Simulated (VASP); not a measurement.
# AgCl (Fm-3m) in VASP: further runs

Runs on AgCl. Level: r2SCAN. Tasks: single point, relaxation of cell and atoms.

All numbers are computed with VASP 6.6.1; they aren't measurements. Logs are shortened: lines on timing, memory, paths and dates and some standing lists are left out, and cuts for length are marked.

## 1. The cell of the first run

The structure is cubic, space group Fm-3m (No. 225). Conventional cell: a = 5.545 Å, b = 5.545 Å, c = 5.545 Å, α = 90.00°, β = 90.00°, γ = 90.00°. Within 3.7 Å of Ag (site symmetry m-3m) lie 6 Cl at 2.77 Å. Within 3.7 Å of Cl (site symmetry m-3m) lie 6 Ag at 2.77 Å.

## 2. Single point, r2SCAN

Contents of POSCAR:

```
AgCl
1.0
    2.7726427127      2.7726427127      0.0000000000
   -2.7726427127      2.7726427127      0.0000000000
    0.0000000000      2.7726427127      2.7726427127
Ag Cl
1 1
Direct
    0.0000000000      0.0000000000      0.0000000000
    0.5000000000      0.5000000000      0.0000000000
```

Contents of INCAR.step1:

```
SYSTEM = AgCl
  PREC = Accurate
  ENCUT = 520
  ISMEAR = 0
  SIGMA = 0.01
  LREAL = .False.
  LASPH = .True.
  NELM = 100
  NBANDS = 16
  GGA = PE
  ALGO = Normal
  EDIFF = 1E-4
  LWAVE = .True.
  LCHARG = .False.
```

Contents of INCAR.step2:

```
SYSTEM = AgCl
  PREC = Accurate
  ENCUT = 520
  EDIFF = 1E-6
  ISMEAR = 0
  SIGMA = 0.01
  LREAL = .False.
  LASPH = .True.
  NELM = 100
  ALGO = Normal
  ISIF = 2
  LWAVE = .False.
  LCHARG = .True.
  METAGGA = R2SCAN
  LMIXTAU = .True.
  LELF = .True.
  LVHAR = .True.
  NBANDS = 16
  ISTART = 1
```

Contents of KPOINTS:

```
regular mesh
0
Gamma
  8 8 8
  0 0 0
```

Potentials or basis: VASP PAW PBE potentials, release 64 (Ag, Cl).

Run with:

```
> cat potpaw_PBE.64/Ag/POTCAR potpaw_PBE.64/Cl/POTCAR > POTCAR
> cp INCAR.step1 INCAR
> mpirun -np 1 vasp_std > vasp.out
> cp INCAR.step2 INCAR
> mpirun -np 1 vasp_std > vasp.out
```

OUTCAR:

```text
SYSTEM = AgCl
   PREC = Accurate
   ENCUT = 520
   EDIFF = 1E-6
   ISMEAR = 0
   LREAL = .False.
   LASPH = .True.
   NELM = 100
   ISIF = 2
   METAGGA = R2SCAN
   ISTART = 1

 ion  position               nearest neighbor table
   1  0.000  0.000  0.000-   2 2.77   2 2.77   2 2.77   2 2.77   2 2.77   2 2.77
   2  0.500  0.500  0.000-   1 2.77   1 2.77   1 2.77   1 2.77   1 2.77   1 2.77

  LATTYP: Found a face centered cubic cell.
 ALAT       =     5.5452854254

  Lattice vectors:

 A1 = (   0.0000000000,   2.7726427127,   2.7726427127)
 A2 = (   2.7726427127,   0.0000000000,   2.7726427127)
 A3 = (   2.7726427127,   2.7726427127,   0.0000000000)

Analysis of symmetry for initial positions (statically):
=====================================================================
 Subroutine PRICEL returns:
 Original cell was already a primitive cell.

 Routine SETGRP: Setting up the symmetry group for a
 face centered cubic supercell.

 Subroutine GETGRP returns: Found 48 space group operations
 (whereof 48 operations were pure point group operations)
 out of a pool of 48 trial point group operations.

The static configuration has the point symmetry O_h .

Analysis of symmetry for dynamics (positions and initial velocities):
=====================================================================
 Subroutine PRICEL returns:
 Original cell was already a primitive cell.

 Routine SETGRP: Setting up the symmetry group for a
 face centered cubic supercell.

 Subroutine GETGRP returns: Found 48 space group operations
 (whereof 48 operations were pure point group operations)
 out of a pool of 48 trial point group operations.

The dynamic configuration has the point symmetry O_h .

 Subroutine INISYM returns: Found 48 space group operations
 (whereof 48 operations are pure point group operations),
 and found     1 'primitive' translations

----------------------------------------------------------------------------------------

                                     Primitive cell

  volume of cell :      42.6296

  direct lattice vectors                    reciprocal lattice vectors
     2.772642713  2.772642713  0.000000000     0.180333368  0.180333368 -0.180333368
    -2.772642713  2.772642713  0.000000000    -0.180333368  0.180333368 -0.180333368
     0.000000000  2.772642713  2.772642713     0.000000000  0.000000000  0.360666737

  length of vectors
     3.921108928  3.921108928  3.921108928     0.312346557  0.312346557  0.360666737

  position of ions in fractional coordinates (direct lattice)
     0.000000000  0.000000000  0.000000000
     0.500000000  0.500000000  0.000000000

  ion indices of the primitive-cell ions
   primitive index   ion index
                 1           1
                 2           2

----------------------------------------------------------------------------------------

 KPOINTS: regular mesh

Automatic generation of k-mesh.
 Grid dimensions read from file:
 generate k-points for:    8    8    8

 Generating k-lattice:

  Cartesian coordinates                     Fractional coordinates (reciprocal lattice)
     0.022541671  0.022541671 -0.022541671     0.125000000  0.000000000  0.000000000
    -0.022541671  0.022541671 -0.022541671     0.000000000  0.125000000  0.000000000
     0.000000000  0.000000000  0.045083342     0.000000000  0.000000000  0.125000000

  Length of vectors
     0.039043320  0.039043320  0.045083342

  Shift w.r.t. Gamma in fractional coordinates (k-lattice)
     0.000000000  0.000000000  0.000000000

 Subroutine IBZKPT returns following result:
 ===========================================

 Found     29 irreducible k-points:

 Following reciprocal coordinates:
            Coordinates               Weight
  0.000000  0.000000  0.000000      1.000000
  0.125000  0.000000  0.000000      8.000000
  0.250000  0.000000  0.000000      8.000000
  0.375000  0.000000  0.000000      8.000000
  0.500000  0.000000  0.000000      4.000000
  0.125000  0.125000  0.000000     12.000000
[... 16 lines left out ...]
  0.375000  0.250000  0.125000     48.000000
  0.500000  0.250000  0.125000     24.000000
 [... further k-points ...]
   k-points           NKPTS =     29   k-points in BZ     NKDIM =     29   number of bands    NBANDS=     16
   number of dos      NEDOS =    301   number of ions     NIONS =      2
   total plane-waves  NPLWV =  27000
   dimension x,y,z NGX =    30 NGY =   30 NGZ =   30
   dimension x,y,z NGXF=    60 NGYF=   60 NGZF=   60
   ions per type =               1   1
   NGX,Y,Z   is equivalent  to a cutoff of  12.72, 12.72, 12.72 a.u.
   NGXF,Y,Z  is equivalent  to a cutoff of  25.44, 25.44, 25.44 a.u.
 SYSTEM =  AgCl
   PREC   = accura    normal or accurate (medium, high low for compatibility)
   ISTART =      1    job   : 0-new  1-cont  2-samecut
   ICHARG =      0    charge: 1-file 2-atom 10-const
   ISPIN  =      1    spin polarized calculation?
   LNONCOLLINEAR =      F non collinear calculations
   LSORBIT =      F    spin-orbit coupling
   LASPH  =      T    aspherical Exc in radial PAW
   ENCUT  =  520.0 eV  38.22 Ry    6.18 a.u.   7.29  7.29  7.29*2*pi/ulx,y,z
   NELM   =    100;   NELMIN=  2; NELMDL=  0     # of ELM steps
   EDIFF  = 0.1E-05   stopping-criterion for ELM
   LREAL  =      F    real-space projection
   EDIFFG = 0.1E-04   stopping-criterion for IOM
   NSW    =      0    number of steps for IOM
   IBRION =     -1    ionic relax: 0-MD 1-quasi-New 2-CG
   NFREE  =      0    steps in history (QN), initial steepest desc. (CG)
   ISIF   =      2    stress and relaxation
   ISYM   =      2    0-nonsym 1-usesym 2-fastsym
   POTIM  = 0.5000    time-step for ionic-motion
   TEBEG  =    0.0;   TEEND  =   0.0 temperature during run
   PSTRESS=    0.0 pullay stress
   NELECT =      18.0000    total number of electrons
   NUPDOWN=      -1.0000    fix difference up-down
   EMIN   =  10.00;   EMAX   =-10.00  energy-range for DOS
   EFERMI =   0.00;   METHOD = LEGACY
   ISMEAR =     0;   SIGMA  =   0.01  broadening in eV -4-tet -1-fermi 0-gaus
   EFERMI_NEDOS =   21; number of points for ismear=-14 and -15
   IALGO  =     38    algorithm
   IMIX   =      4    mixing-type and parameters
     AMIX     =   0.40;   BMIX     =  1.00
     AMIX_MAG =   1.60;   BMIX_MAG =  1.00
  volume/ion in A,a.u.               =      21.31       143.84
  Fermi-wavevector in a.u.,A,eV,Ry     =   1.228179  2.320922 20.523358  1.508424
  Thomas-Fermi vector in A             =   2.363115
   LORBIT       =      0    0 simple, 1 ext, 2 COOP (PROOUT), +10 PAW based schemes
   METAGGA = R2SCAN    functional components
   LHFCALC =     F    Hartree Fock is set to
   AEXX    =    0.0000 exact exchange contribution
   IVDW    =     0    specifies the selected vdW correction
   LEPSILON=     F    determine dielectric tensor
   LRPA    =     F    only Hartree local field effects (RPA)
 non-spin polarized calculation
 Gauss-broadening in eV      SIGMA  =   0.01
  energy-cutoff  :      520.00
  volume of cell :       42.63
 maximum number of plane-waves:      1174
 NGX is ok and might be reduce to    30
   NGX = 15   NGY = 15   NGZ = 15

 number of electron      18.0000005 magnetization

 Free energy of the ion-electron system (eV)
  ---------------------------------------------------
  ext. energy  EPLUGINS =         0.00000000
  ---------------------------------------------------
  free energy    TOTEN  =       -28.64320808 eV

  energy without entropy =      -28.64320808  energy(sigma->0) =      -28.64320808

 E-fermi :   3.6729     XC(G=0): -10.5111

 val. band max:        3.5437978655   @ k =   0.5000   0.0000   0.0000
 cond. band min:       4.9664261556   @ k =   0.0000   0.0000   0.0000
 fundamental gap:      1.4226282901
 Fermi energy:         3.6728985457

 k-point     1 :       0.0000    0.0000    0.0000
  band No.  band energies     occupation
      1     -12.2733      2.00000
      2       1.0966      2.00000
      3       1.0966      2.00000
      4       1.0966      2.00000
      5       1.1095      2.00000
      6       1.1095      2.00000
[... 8 lines left out ...]
     15      17.7605      0.00000
     16      17.7605      0.00000

 k-point     2 :       0.1250    0.0000    0.0000
  band No.  band energies     occupation
      1     -12.2137      2.00000
      2       0.3156      2.00000
      3       0.3736      2.00000
      4       0.3737      2.00000
      5       1.1640      2.00000
      6       1.1640      2.00000
[... 8 lines left out ...]
     15      16.2566      0.00000
     16      16.9002      0.00000

 k-point     3 :       0.2500    0.0000    0.0000
  band No.  band energies     occupation
      1     -12.0640      2.00000
      2      -0.7182      2.00000
      3      -0.2203      2.00000
      4      -0.2203      2.00000
      5       1.2880      2.00000
      6       1.2880      2.00000
[... 8 lines left out ...]
     15      16.4225      0.00000
     16      16.7531      0.00000

 k-point     4 :       0.3750    0.0000    0.0000
  band No.  band energies     occupation
      1     -11.9053      2.00000
      2      -1.5047      2.00000
      3      -0.5987      2.00000
      4      -0.5987      2.00000
      5       1.4167      2.00000
      6       1.4167      2.00000
[... 8 lines left out ...]
     15      17.3177      0.00000
     16      17.3177      0.00000
[... 324 lines left out ...]
 k-point    22 :       0.2500    0.2500    0.1250
  band No.  band energies     occupation
      1     -11.9729      2.00000
      2      -1.1174      2.00000
      3      -0.3071      2.00000
      4       0.0714      2.00000
      5       1.1964      2.00000
      6       1.4091      2.00000
[... 8 lines left out ...]
     15      18.3651      0.00000
     16      19.7130      0.00000

 k-point    23 :       0.3750    0.2500    0.1250
  band No.  band energies     occupation
      1     -11.8598      2.00000
      2      -1.3227      2.00000
      3      -0.6101      2.00000
      4      -0.3439      2.00000
      5       1.3188      2.00000
      6       1.4818      2.00000
[... 8 lines left out ...]
     15      18.6219      0.00000
     16      19.4601      0.00000

 k-point    24 :       0.5000    0.2500    0.1250
  band No.  band energies     occupation
      1     -11.8117      2.00000
      2      -1.3806      2.00000
      3      -0.6583      2.00000
      4      -0.6139      2.00000
      5       1.4081      2.00000
      6       1.4732      2.00000
[... 8 lines left out ...]
     15      17.7641      0.00000
     16      19.2351      0.00000

 [... further k-points ...]
[... 5 lines left out ...]
  --------------------------------------------------------------------------------------
  -------------------------------------------------------------------------------------
  Total       -0.0220723     -0.0220723     -0.0220723      0.0000000      0.0000000     -0.0000000
  in kB       -0.8295586     -0.8295586     -0.8295586      0.0000000      0.0000000     -0.0000000
  external PRESSURE =      -0.8295586 kB  Pullay stress =       0.0000000 kB

 VOLUME and BASIS-vectors are now :
 -----------------------------------------------------------------------------
  energy-cutoff  :      520.00
  volume of cell :       42.63
      direct lattice vectors                 reciprocal lattice vectors
     2.772642713  2.772642713  0.000000000     0.180333368  0.180333368 -0.180333368
    -2.772642713  2.772642713  0.000000000    -0.180333368  0.180333368 -0.180333368
     0.000000000  2.772642713  2.772642713     0.000000000  0.000000000  0.360666737

 POSITION                                       TOTAL-FORCE (eV/Angst)
 -----------------------------------------------------------------------------------
      0.00000      0.00000      0.00000        -0.000000      0.000000      0.000000
      0.00000      2.77264      0.00000         0.000000     -0.000000      0.000000
 -----------------------------------------------------------------------------------
    total drift:                               -0.000000     -0.000000      0.000000

  FREE ENERGIE OF THE ION-ELECTRON SYSTEM (eV)
  ---------------------------------------------------
  free  energy   TOTEN  =       -28.6432080783 eV

  energy  without entropy=      -28.6432080783  energy(sigma->0) =      -28.64320808
```

Run time: 45 s. Hardware: 1 thread of Intel Xeon 6975P-C (Granite Rapids), shared host; peak memory 0.18 GiB.

What came out:

| Item | Value |
| --- | --- |
| Free energy | -28.6432 eV |
| Pressure | -0.1 GPa |
| Band gap on the k mesh | 1.42 eV (least direct gap 3.70 eV) |

Caveat: the PAW data sets were made with another functional, which shifts forces and pressure a little.

[end of part 1 of 2]
